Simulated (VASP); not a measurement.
# Zr (P2_1/m) in VASP: single point with PBE

Aim: the single point of Zr with PBE.

Program: VASP 6.6.1. These are calculated values, not measurements. Logs are shortened: lines on timing, memory, paths and dates and some standing lists are left out, and cuts for length are marked.

**1. The cell of the first run**

It takes space group P2_1/m (No. 11, monoclinic). Conventional cell: a = 3.232 Å, b = 5.147 Å, c = 3.232 Å, α = 90.00°, β = 120.00°, γ = 90.00°. Within 4.0 Å of Zr (site symmetry m) lie 12 Zr at 3.03 to 3.44 Å.

**2. Single point, PBE (atom 1 (Zr) moved by (-0.300, +0.300) A along x and y)**

INCAR

```
ALGO = Fast
EDIFF = 1E-7
ENCUT = 520
GGA = PE
ISIF = 2
ISMEAR = 0
LASPH = True
LCHARG = False
LREAL = False
LWAVE = False
NBANDS = 19
NELM = 80
PREC = Accurate
SIGMA = 0.15
```

KPOINTS

```
k-points
0
Gamma
  18 18 10
```

POSCAR

```
Zr
1.0
    3.2319982225      0.0000000000      0.0000000000
   -1.6159991112      2.7989925657      0.0000000000
    0.0000000000      0.0000000000      5.1470000000
Zr
2
Direct
    0.2941022105      0.7738480875      0.2500000000
    0.6666666667      0.3333333333      0.7500000000
```

Potentials or basis: VASP PAW PBE potentials, release 64 (Zr_sv).

Launch:

```console
cat potpaw_PBE.64/Zr_sv/POTCAR > POTCAR
mpirun -np 1 vasp_std > vasp.out
```

OUTCAR:

```text
EDIFF = 1E-7
   ENCUT = 520
   GGA = PE
   ISIF = 2
   ISMEAR = 0
   LASPH = True
   LREAL = False
   NELM = 80
   PREC = Accurate

 ion  position               nearest neighbor table
   1  0.294  0.774  0.250-   2 3.03   2 3.03   2 3.14   2 3.14   2 3.44   2 3.44
   2  0.667  0.333  0.750-   1 3.03   1 3.03   1 3.14   1 3.14   1 3.44   1 3.44

  LATTYP: Found a hexagonal cell.
 ALAT       =     3.2319982225
 C/A-ratio  =     1.5925132521

  Lattice vectors:

 A1 = (   3.2319982225,   0.0000000000,   0.0000000000)
 A2 = (  -1.6159991112,   2.7989925657,   0.0000000000)
 A3 = (   0.0000000000,   0.0000000000,   5.1470000000)

Analysis of symmetry for initial positions (statically):
=====================================================================
 Subroutine PRICEL returns:
 Original cell was already a primitive cell.

 Routine SETGRP: Setting up the symmetry group for a
 hexagonal supercell.

 Subroutine GETGRP returns: Found  4 space group operations
 (whereof  1 operations were pure point group operations)
 out of a pool of 24 trial point group operations.

The static configuration has the point symmetry C_1 .
 The point group associated with its full space group is C_2h.

Analysis of symmetry for dynamics (positions and initial velocities):
=====================================================================
 Subroutine PRICEL returns:
 Original cell was already a primitive cell.

 Routine SETGRP: Setting up the symmetry group for a
 hexagonal supercell.

 Subroutine GETGRP returns: Found  4 space group operations
 (whereof  1 operations were pure point group operations)
 out of a pool of 24 trial point group operations.

The dynamic configuration has the point symmetry C_1 .
 The point group associated with its full space group is C_2h.

 Subroutine INISYM returns: Found  4 space group operations
 (whereof  1 operations are pure point group operations),
 and found     1 'primitive' translations

----------------------------------------------------------------------------------------

                                     Primitive cell

  volume of cell :      46.5615

  direct lattice vectors                    reciprocal lattice vectors
     3.231998223  0.000000000  0.000000000     0.309406111  0.178635701  0.000000000
    -1.615999111  2.798992566  0.000000000     0.000000000  0.357271403  0.000000000
     0.000000000  0.000000000  5.147000000     0.000000000  0.000000000  0.194287935

  length of vectors
     3.231998223  3.231998222  5.147000000     0.357271403  0.357271403  0.194287935

  position of ions in fractional coordinates (direct lattice)
     0.294102211  0.773848087  0.250000000
     0.666666667  0.333333333  0.750000000

  ion indices of the primitive-cell ions
   primitive index   ion index
                 1           1
                 2           2

----------------------------------------------------------------------------------------

 KPOINTS: k-points

Automatic generation of k-mesh.
 Grid dimensions read from file:
 generate k-points for:   18   18   10

 Generating k-lattice:

  Cartesian coordinates                     Fractional coordinates (reciprocal lattice)
     0.017189228  0.009924206  0.000000000     0.055555556  0.000000000  0.000000000
     0.000000000  0.019848411  0.000000000     0.000000000  0.055555556  0.000000000
     0.000000000  0.000000000  0.019428793     0.000000000  0.000000000  0.100000000

  Length of vectors
     0.019848411  0.019848411  0.019428793

  Shift w.r.t. Gamma in fractional coordinates (k-lattice)
     0.000000000  0.000000000  0.000000000

 Subroutine IBZKPT returns following result:
 ===========================================

 Found    984 irreducible k-points:

 Following reciprocal coordinates:
            Coordinates               Weight
  0.000000  0.000000  0.000000      1.000000
  0.055556 -0.000000  0.000000      2.000000
  0.000000  0.055556  0.000000      2.000000
 -0.055556  0.055556  0.000000      2.000000
  0.111111 -0.000000  0.000000      2.000000
  0.000000  0.111111  0.000000      2.000000
[... 16 lines left out ...]
  0.444444  0.000000  0.000000      2.000000
  0.000000  0.444444  0.000000      2.000000
 [... further k-points ...]
   k-points           NKPTS =    984   k-points in BZ     NKDIM =    984   number of bands    NBANDS=     19
   number of dos      NEDOS =    301   number of ions     NIONS =      2
   total plane-waves  NPLWV =  23040
   dimension x,y,z NGX =    24 NGY =   24 NGZ =   40
   dimension x,y,z NGXF=    48 NGYF=   48 NGZF=   80
   ions per type =               2
   NGX,Y,Z   is equivalent  to a cutoff of  12.35, 12.35, 12.92 a.u.
   NGXF,Y,Z  is equivalent  to a cutoff of  24.69, 24.69, 25.84 a.u.
 SYSTEM =  unknown system
   PREC   = accura    normal or accurate (medium, high low for compatibility)
   ISTART =      0    job   : 0-new  1-cont  2-samecut
   ICHARG =      2    charge: 1-file 2-atom 10-const
   ISPIN  =      1    spin polarized calculation?
   LNONCOLLINEAR =      F non collinear calculations
   LSORBIT =      F    spin-orbit coupling
   LASPH  =      T    aspherical Exc in radial PAW
   ENCUT  =  520.0 eV  38.22 Ry    6.18 a.u.   6.01  6.01  9.57*2*pi/ulx,y,z
   NELM   =     80;   NELMIN=  2; NELMDL= -5     # of ELM steps
   EDIFF  = 0.1E-06   stopping-criterion for ELM
   LREAL  =      F    real-space projection
   EDIFFG = 0.1E-05   stopping-criterion for IOM
   NSW    =      0    number of steps for IOM
   IBRION =     -1    ionic relax: 0-MD 1-quasi-New 2-CG
   NFREE  =      0    steps in history (QN), initial steepest desc. (CG)
   ISIF   =      2    stress and relaxation
   ISYM   =      2    0-nonsym 1-usesym 2-fastsym
   POTIM  = 0.5000    time-step for ionic-motion
   TEBEG  =    0.0;   TEEND  =   0.0 temperature during run
   PSTRESS=    0.0 pullay stress
   NELECT =      24.0000    total number of electrons
   NUPDOWN=      -1.0000    fix difference up-down
   EMIN   =  10.00;   EMAX   =-10.00  energy-range for DOS
   EFERMI =   0.00;   METHOD = LEGACY
   ISMEAR =     0;   SIGMA  =   0.15  broadening in eV -4-tet -1-fermi 0-gaus
   EFERMI_NEDOS =   21; number of points for ismear=-14 and -15
   IALGO  =     68    algorithm
   IMIX   =      4    mixing-type and parameters
     AMIX     =   0.40;   BMIX     =  1.00
     AMIX_MAG =   1.60;   BMIX_MAG =  1.00
  volume/ion in A,a.u.               =      23.28       157.11
  Fermi-wavevector in a.u.,A,eV,Ry     =   1.312612  2.480476 23.442147  1.722949
  Thomas-Fermi vector in A             =   2.442992
   LORBIT       =      0    0 simple, 1 ext, 2 COOP (PROOUT), +10 PAW based schemes
   GGA     = PE    functional components
   LHFCALC =     F    Hartree Fock is set to
   AEXX    =    0.0000 exact exchange contribution
   IVDW    =     0    specifies the selected vdW correction
   LEPSILON=     F    determine dielectric tensor
   LRPA    =     F    only Hartree local field effects (RPA)
 non-spin polarized calculation
 RMM-DIIS sequential band-by-band and
 Gauss-broadening in eV      SIGMA  =   0.15
  energy-cutoff  :      520.00
  volume of cell :       46.56
 maximum number of plane-waves:      1284
   NGX = 13   NGY = 13   NGZ = 19

 number of electron      24.0000000 magnetization

 Free energy of the ion-electron system (eV)
  ---------------------------------------------------
  ext. energy  EPLUGINS =         0.00000000
  ---------------------------------------------------
  free energy    TOTEN  =       -16.98310298 eV

  energy without entropy =      -16.95250816  energy(sigma->0) =      -16.96780557

 E-fermi :   8.8511     XC(G=0): -11.0770

 val. band max:        8.8495984284   @ k =   0.2222   0.2222   0.4000
 cond. band min:       8.8514890145   @ k =   0.2222   0.2222   0.5000
 fundamental gap:      0.0018905861
 Fermi energy:         8.8511055206

 k-point     1 :       0.0000    0.0000    0.0000
  band No.  band energies     occupation
      1     -39.8413      2.00000
      2     -39.6716      2.00000
      3     -18.3971      2.00000
      4     -17.5605      2.00000
      5     -17.4174      2.00000
      6     -17.4170      2.00000
[... 11 lines left out ...]
     18      12.2813      0.00000
     19      12.2838      0.00000

 k-point     2 :       0.0556   -0.0000    0.0000
  band No.  band energies     occupation
      1     -39.8376      2.00000
      2     -39.6703      2.00000
      3     -18.3870      2.00000
      4     -17.5760      2.00000
      5     -17.4311      2.00000
      6     -17.4250      2.00000
[... 11 lines left out ...]
     18      12.1292      0.00000
     19      12.4589      0.00000

 k-point     3 :       0.0000    0.0556    0.0000
  band No.  band energies     occupation
      1     -39.8375      2.00000
      2     -39.6704      2.00000
      3     -18.3864      2.00000
      4     -17.5779      2.00000
      5     -17.4364      2.00000
      6     -17.4140      2.00000
[... 11 lines left out ...]
     18      12.0045      0.00000
     19      12.5618      0.00000

 k-point     4 :      -0.0556    0.0556    0.0000
  band No.  band energies     occupation
      1     -39.8382      2.00000
      2     -39.6697      2.00000
      3     -18.3903      2.00000
      4     -17.5662      2.00000
      5     -17.4537      2.00000
      6     -17.4230      2.00000
[... 407 lines left out ...]
     18      13.6987      0.00000
     19      14.4673      0.00000

 k-point    23 :       0.4444    0.0000    0.0000
  band No.  band energies     occupation
      1     -39.7038      2.00000
      2     -39.6463      2.00000
      3     -18.1595      2.00000
      4     -18.0266      2.00000
      5     -17.9474      2.00000
      6     -17.6562      2.00000
[... 11 lines left out ...]
     18      14.0448      0.00000
     19      14.2791      0.00000

 k-point    24 :       0.0000    0.4444    0.0000
  band No.  band energies     occupation
      1     -39.6912      2.00000
      2     -39.6587      2.00000
      3     -18.1494      2.00000
      4     -18.0398      2.00000
      5     -17.8685      2.00000
      6     -17.6658      2.00000
[... 11 lines left out ...]
     18      14.1010      0.00000
     19      14.3047      0.00000

 [... further k-points ...]

------------------------ aborting loop because EDIFF is reached ----------------------------------------

  FORCE on cell =-STRESS in cart. coord.  units (eV):
  Direction    XX          YY          ZZ          XY          YZ          ZX
  --------------------------------------------------------------------------------------
  -------------------------------------------------------------------------------------
  Total       -0.6823181      0.1700341      0.3403372      0.2510553      0.0000000      0.0000000
  in kB      -23.4785042      5.8508568     11.7109720      8.6387892      0.0000000      0.0000000
  external PRESSURE =      -1.9722251 kB  Pullay stress =       0.0000000 kB

 VOLUME and BASIS-vectors are now :
 -----------------------------------------------------------------------------
  energy-cutoff  :      520.00
  volume of cell :       46.56
      direct lattice vectors                 reciprocal lattice vectors
     3.231998223  0.000000000  0.000000000     0.309406111  0.178635701  0.000000000
    -1.615999111  2.798992566  0.000000000     0.000000000  0.357271403  0.000000000
     0.000000000  0.000000000  5.147000000     0.000000000  0.000000000  0.194287935

 POSITION                                       TOTAL-FORCE (eV/Angst)
 -----------------------------------------------------------------------------------
     -0.30000      2.16600      1.28675         0.162657     -0.205180      0.000000
      1.61600      0.93300      3.86025        -0.162657      0.205180      0.000000
 -----------------------------------------------------------------------------------
    total drift:                               -0.000000     -0.000000     -0.000000

  FREE ENERGIE OF THE ION-ELECTRON SYSTEM (eV)
  ---------------------------------------------------
  free  energy   TOTEN  =       -16.9831029807 eV

  energy  without entropy=      -16.9525081628  energy(sigma->0) =      -16.96780557
```

It took 8.2 min on 1 thread of Intel Xeon 6975P-C (Granite Rapids), shared host; peak memory 0.73 GiB.

Results:

```yaml
Free_energy: -16.9831 eV
Pressure: -0.2 GPa
Largest_force: 0.262 eV/Å
Band_gap_on_the_k_mesh: zero (bands 12 and 13 overlap by 1.32 eV)
```

Forces in eV/Å, atoms in the order of the input:
```
Zr   0.163 -0.205  0.000
Zr  -0.163  0.205  0.000
```

Levels at points of the mesh, in eV from the Fermi level:
```tsv
k point	band 10	band 11	band 12	band 13	band 14	band 15
(0.00, 0.00, 0.00)	-2.88	0.43	0.82	1.32	1.38	1.59
(0.50, 0.00, 0.00)	-2.22	-1.75	-0.09	0.51	1.02	1.21
(0.00, 0.50, 0.00)	-2.01	-1.36	-0.22	-0.06	1.05	1.10
(0.50, 0.50, 0.00)	-2.55	-2.47	0.22	0.45	1.97	2.46
(0.00, 0.00, 0.50)	-3.81	0.15	0.15	0.93	0.93	1.17
(0.50, 0.00, 0.50)	-2.80	-1.14	-1.14	1.77	1.77	2.92
(0.00, 0.50, 0.50)	-2.87	-1.04	-1.04	1.85	1.85	2.70
(0.50, 0.50, 0.50)	-2.39	-1.15	-1.15	1.54	1.54	2.40
```

Caveat: the cell differs from its parent crystal (atom 1 (Zr) moved by (-0.300, +0.300) A along x and y).
